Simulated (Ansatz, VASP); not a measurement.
Two plane-wave programs on C

The input POSCAR:

```
C
1.0
   -2.3562356169      2.3562356169      2.4655455167
    2.3562356169     -2.3562356169      2.4655455167
    2.3562356169      2.3562356169     -2.4655455167
C
8
Direct
    0.3254551632      0.0000000000      0.0000000000
    0.6745448368      0.6745448368      0.6745448368
    0.0000000000      0.3254551632      0.0000000000
    0.0000000000      0.0000000000      0.3254551632
    0.0000000000      0.6745448368      0.0000000000
    0.3254551632      0.3254551632      0.3254551632
    0.6745448368      0.0000000000      0.0000000000
    0.0000000000      0.0000000000      0.6745448368
```

Contents of INCAR.step1:

```
SYSTEM = C
PREC = Accurate ; ENCUT = 520
ISMEAR = 0 ; SIGMA = 0.05
LREAL = .False. ; LASPH = .True.
NELM = 60 ; NBANDS = 26
GGA = PE ; ALGO = Normal
EDIFF = 1E-4 ; LWAVE = .True.
LCHARG = .False.
```

Contents of INCAR.step2:

```
SYSTEM = C
PREC = Accurate ; ENCUT = 520
EDIFF = 1E-6 ; ISMEAR = 0
SIGMA = 0.05 ; LREAL = .False.
LASPH = .True. ; NELM = 60
ALGO = Normal ; ISIF = 2
LWAVE = .False. ; LCHARG = .False.
METAGGA = R2SCAN ; LMIXTAU = .True.
NBANDS = 26 ; ISTART = 1
```

File KPOINTS:

```
regular mesh
0
Gamma
  8 8 8
  0 0 0
```

Input for Ansatz:

```yaml
crystal:
  lattice:
    - [-2.3562356169, 2.3562356169, 2.4655455167]
    - [2.3562356169, -2.3562356169, 2.4655455167]
    - [2.3562356169, 2.3562356169, -2.4655455167]
  atoms:
    - { symbol: C, position: [0.3254551632, 0.0, 0.0] }
    - { symbol: C, position: [0.6745448368, 0.6745448368, 0.6745448368] }
    - { symbol: C, position: [0.0, 0.3254551632, 0.0] }
    - { symbol: C, position: [0.0, 0.0, 0.3254551632] }
    - { symbol: C, position: [0.0, 0.6745448368, 0.0] }
    - { symbol: C, position: [0.3254551632, 0.3254551632, 0.3254551632] }
    - { symbol: C, position: [0.6745448368, 0.0, 0.0] }
    - { symbol: C, position: [0.0, 0.0, 0.6745448368] }
basis:
  ecutwfc: 500
kpoints:
  mp_grid: { grid: [8, 8, 8] }
hamiltonian:
  xc: r2scan
scf:
  occupations: { method: gaussian, width: 0.05 }
output:
  forces: true
  stress: true
  eigenvalues: true
  write_density: true
  write_potential: true
  elf: true
  volumetric_format: npy
```

Change from the starting cell: strain -0.030 along x and y, +0.015 along z, atoms carried along.

Alike in both runs: task single point; functional r2SCAN; k mesh 8 × 8 × 8; occupations gaussian, width 0.05 eV; no spin polarisation.

|  | VASP | Ansatz |
| --- | --- | --- |
| version | VASP 6.6.1 | Ansatz 0.2.0 |
| potentials or method | VASP PAW PBE potentials, release 64 (C), cutoff 520 eV | scalar-relativistic, plane waves, PAW |
| valence electrons in the cell | 32 | 32 |

VASP gave:

* gap on the k mesh at the Fermi level (eV): 2.51
* least direct gap on the mesh (eV): 2.93
* pressure (GPa): 18.2
* traceless stress, the component that is largest in VASP (GPa): -18.81
* rms of the force components (eV/Å): 0.620

**Question.** Which values does Ansatz return?

**Answer.** gap on the k mesh at the Fermi level (eV): 2.53; least direct gap on the mesh (eV): 2.96; pressure (GPa): 17.2; traceless stress, the component that is largest in VASP (GPa): -18.56; rms of the force components (eV/Å): 0.598.

VASP's potentials were made for PBE, not for r2SCAN. Atom by atom the forces differ by 0.036 eV/Å (rms over components).
